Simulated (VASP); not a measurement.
AlIn2Sb2As:

```xyz
6
Lattice="3.3829 -5.7114 0.0000 3.3829 5.7114 0.0000 0.0000 0.0000 3.6166" Properties=species:S:1:pos:R:3 pbc="T T T"
Al    0.0000    0.0000    0.0000
In    1.6915   -2.8557    1.8083
In    1.6915    2.8557    1.8083
Sb    3.3829   -1.9614    0.0000
Sb    3.3829    1.9614    0.0000
As    3.3829    0.0000    1.8083
```

The cell was built from a structure type or drawn by symmetry, and may not be a known phase.

| Property | Result |
| --- | --- |
| Program | VASP 6.6.1 |
| Task | relaxation of cell and atoms |
| Functional | PBE |
| Potentials or basis | VASP PAW PBE potentials, release 64 (Al, In_d, Sb, As) |
| Cutoff | 600 eV |
| k mesh | 4 × 4 × 6 |
| Occupations | gaussian, width 0.1 eV |
| Spin | no spin polarisation |

At the start: pressure 26.0 GPa; volume 23.29 Å³/atom.

Q: How do energy, volume and symmetry change on relaxing?

A: Over 32 steps the energy falls by 747.5 meV/atom and the volume is 29.00 Å³/atom (+24.5 %); space group Cmmm (No. 65, to 0.1 Å) before and after.

The path:
```csv
step,energy change (eV),largest force (eV/Å),pressure (GPa),volume (Å³)
1,0.0000,1.3085,25.96,139.76
2,-3.0175,0.3063,-4.13,230.08
3,-3.5252,0.3353,0.14,192.97
4,-3.5288,0.3272,-0.48,196.43
5,-3.5291,0.3302,-0.27,195.17
6,-3.5763,0.1905,-0.13,193.64
7,-3.6682,0.2696,0.43,188.75
8,-3.6021,1.2021,2.28,177.63
9,-3.6883,0.4119,0.76,186.49
10,-3.7257,0.3883,0.37,187.02
11,-3.7853,0.4235,-0.62,188.33
12,-3.7866,0.4415,-0.74,188.50
13,-3.8076,0.4474,-0.56,186.35
14,-3.8355,0.4969,-0.08,181.72
15,-3.8429,0.5676,1.24,172.41
16,-3.8600,0.4932,1.14,172.16
17,-3.8998,0.2713,1.03,171.30
18,-4.0970,0.2093,0.90,169.18
19,-4.0171,1.4036,5.12,163.43
20,-4.2193,0.0515,1.25,167.63
21,-4.2090,0.6719,3.39,164.79
22,-4.2625,0.1709,1.92,166.43
23,-4.2621,0.2971,2.28,165.93
24,-4.3128,0.4489,1.89,169.40
25,-4.3162,0.5825,1.73,171.55
26,-4.3975,0.3378,0.11,177.73
27,-4.4095,0.2088,-0.66,181.30
28,-4.4459,0.1141,-0.63,179.67
29,-4.4810,0.0405,-0.46,176.49
30,-4.4827,0.0669,-0.38,175.69
31,-4.4827,0.0702,-0.37,175.58
32,-4.4850,0.0085,0.02,174.03
```

Final structure:
```yaml
crystal:
  lattice:
    - [3.30902, -4.61169, 0.00000]
    - [3.30902, 4.61169, 0.00000]
    - [0.00000, 0.00000, 5.70195]
  atoms:
    - { symbol: Al, position: [0.00000, 0.00000, 0.00000] }
    - { symbol: In, position: [0.50000, 0.00000, 0.50000] }
    - { symbol: In, position: [0.00000, 0.50000, 0.50000] }
    - { symbol: Sb, position: [0.70964, 0.29036, 0.00000] }
    - { symbol: Sb, position: [0.29036, 0.70964, 0.00000] }
    - { symbol: As, position: [0.50000, 0.50000, 0.50000] }
```

Caveat: the volume moved by over 15 % at a fixed basis, so the end points are rough.
